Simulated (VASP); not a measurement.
Here is a VASP 6.6.1 calculation.

INCAR

```
PREC = Accurate ; ENCUT = 520
EDIFF = 1E-7 ; ISMEAR = 0
SIGMA = 0.05 ; LREAL = F
LASPH = T ; NELM = 100
ALGO = Normal ; ISIF = 2
LWAVE = F ; LCHARG = T
GGA = PE ; LELF = T
LVHAR = T ; NBANDS = 16
```

The input KPOINTS:

```
Automatic mesh
0
Gamma
  12 12 8
```

File POSCAR:

```
Se
1.0
    4.5215357485      0.0000000000      0.0000000000
   -2.2607678742      3.9157648223      0.0000000000
    0.0000000000      0.0000000000      5.0447134452
Se
3
Direct
    0.2188008803      0.0000000000      0.8333333333
    0.0000000000      0.2188008803      0.1666666667
    0.7811991197      0.7811991197      0.5000000000
```

Potentials or basis: VASP PAW PBE potentials, release 64 (Se).

Run with:

```bash
$ cat potpaw_PBE.64/Se/POTCAR > POTCAR
$ mpirun -np 1 vasp_std > vasp.out
```

Predict the band gap on the k mesh.

1.02 eV, indirect (least direct gap 1.24 eV).

Predict the largest force.

0.028 eV/Å.

Predict the pressure.

0.1 GPa.

Forces in eV/Å, atoms in the order of the input:
```
Se   0.028  0.000  0.000
Se  -0.014  0.024  0.000
Se  -0.014 -0.024  0.000
```

A k mesh can miss the band edges. PBE gaps usually lie below the measured ones, often by a third to a half.
